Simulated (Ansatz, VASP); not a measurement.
## B2W: VASP beside Ansatz

```xyz
3
Lattice="3.0200 0.0000 0.0000 -1.5100 2.6154 0.0000 0.0000 0.0000 2.9890" Properties=species:S:1:pos:R:3 pbc="T T T"
B     0.0000    1.7436    1.4945
B     1.5100    0.8718    1.4945
W     0.0000    0.0000    0.0000
```

Change from the starting cell: zz strain of -2 %.

Alike in both runs: task single point; functional LDA; k mesh 14 × 14 × 12; occupations fermi-dirac, width 0.05 eV; no spin polarisation.

```csv
,VASP,Ansatz
version,VASP 6.6.1,Ansatz 0.2.0
potentials or method,"VASP PAW LDA potentials, release 64 (B, W_sv), cutoff 520 eV","all-electron LAPW, scalar-relativistic"
```

```csv
,VASP,Ansatz,Ansatz less VASP
pressure (GPa),33.9,31.5,-2.40
"traceless stress, the component that is largest in VASP (GPa)",15.98,15.68,-0.304
```

LDA's correlation is that of Perdew and Zunger in VASP and of Perdew and Wang (1992) in Ansatz. Both programs put the cell under a high pressure, so it lies far from rest at this level. Ansatz ran all-electron here, and VASP with PAW potentials.

Neither program's run includes spin-orbit coupling.
